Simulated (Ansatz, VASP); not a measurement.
AlN: VASP beside Ansatz

Contents of INCAR:

```
PREC = Accurate
ENCUT = 600
EDIFF = 1E-6
ISMEAR = 0
SIGMA = 0.02
LREAL = F
LASPH = T
NELM = 120
ALGO = Normal
ISIF = 2
LWAVE = F
LCHARG = F
GGA = PS
NBANDS = 11
GGA_COMPAT = F
```

The input KPOINTS:

```
Automatic mesh
0
Gamma
  10 10 10
```

File POSCAR:

```
AlN
1.0
    0.0000000000      2.1886939034      2.1886939034
    2.1886939034      0.0000000000      2.1886939034
    2.1886939034      2.1886939034      0.0000000000
Al N
1 1
Direct
    0.0000000000      0.0000000000      0.0000000000
    0.2500000000      0.2500000000      0.2500000000
```

Input for Ansatz:

```yaml
crystal:
  lattice:
    - [0.0, 2.1886939034, 2.1886939034]
    - [2.1886939034, 0.0, 2.1886939034]
    - [2.1886939034, 2.1886939034, 0.0]
  atoms:
    - { symbol: Al, position: [0.0, 0.0, 0.0] }
    - { symbol: "N", position: [0.25, 0.25, 0.25] }
basis:
  ecutwfc: 420
kpoints:
  mp_grid: { grid: [10, 10, 10] }
  band_path:
    path:
      - [[0.0, 0.0, 0.0], [-0.5, -0.5, 0.0], [-0.375, -0.375, 0.25]]
      - [[-0.375, 0.0, 0.375], [0.0, 0.0, 0.0], [0.0, 0.0, 0.5], [-0.5, -0.25, 0.25], [-0.5, -0.5, 0.0]]
    npoints: 10
hamiltonian:
  xc: pbesol
  pseudopotentials: { kind: paw, azcp: { folder: soft_1 } }
scf:
  occupations: { method: gaussian, width: 0.02 }
  n_extra_bands: 7
output:
  forces: true
  stress: true
  eigenvalues: true
```

Alike in both runs: task single point; functional PBEsol; k mesh 10 × 10 × 10; occupations gaussian, width 0.02 eV; no spin polarisation.

```csv
,VASP,Ansatz
version,VASP 6.6.1,Ansatz 0.2.0
potentials or method,"VASP PAW PBE potentials, release 64 (Al, N), cutoff 600 eV","scalar-relativistic, plane waves, PAW"
valence electrons in the cell,8,8
```

VASP gave:

| Property | Result |
| --- | --- |
| gap on the k mesh at the Fermi level (eV) | 3.18 |
| least direct gap on the mesh (eV) | 4.08 |
| pressure (GPa) | -0.1 |

Question: Which values does Ansatz return?

Answer: gap on the k mesh at the Fermi level (eV): 3.19; least direct gap on the mesh (eV): 4.06; pressure (GPa): 0.0.

VASP's potentials were made for PBE, not for PBEsol, and Ansatz warns of the same on its side. The functional is the same, so the differences come from potentials, cutoffs and numerics.
